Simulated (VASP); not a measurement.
The system is Al3Ag.

```
Al Ag
1.0
     4.08151    0.00000    0.00000
     0.00000    4.08151    0.00000
     0.00000    0.00000    4.08151
Al Ag
3 1
Direct
  0.00000 0.50000 0.50000
  0.50000 0.00000 0.50000
  0.50000 0.50000 0.00000
  0.00000 0.00000 0.00000
```

* Program: VASP 6.6.1
* Task: relaxation of cell and atoms
* Functional: PBEsol
* Potentials or basis: VASP PAW PBE potentials, release 64 (Al, Ag)
* Cutoff: 600 eV
* k mesh: 4 × 4 × 4
* Occupations: fermi-dirac, width 0.1 eV
* Spin: no spin polarisation

At the start: pressure -2.9 GPa; volume 17.00 Å³/atom.

**Question.** How do energy, volume and symmetry change on relaxing?

**Answer.** Over 3 steps the energy falls by 6.1 meV/atom and the volume is 16.36 Å³/atom (-3.7 %); space group Pm-3m (No. 221, to 0.05 Å).

The path:
```tsv
step	energy change (eV)	largest force (eV/Å)	pressure (GPa)	volume (Å³)
1	0.0000	0.0000	-2.87	67.99
2	-0.0236	0.0000	0.60	65.04
3	-0.0244	0.0000	-0.01	65.45
```

Final structure:
```
Al Ag
1.0
     4.03008    0.00000    0.00000
     0.00000    4.03008    0.00000
     0.00000    0.00000    4.03008
Al Ag
3 1
Direct
  0.00000 0.50000 0.50000
  0.50000 0.00000 0.50000
  0.50000 0.50000 0.00000
  0.00000 0.00000 0.00000
```

Caveat: the k points lie up to 0.39 Å⁻¹ apart in the final cell; the PAW data sets were made with another functional, which shifts forces and pressure a little.
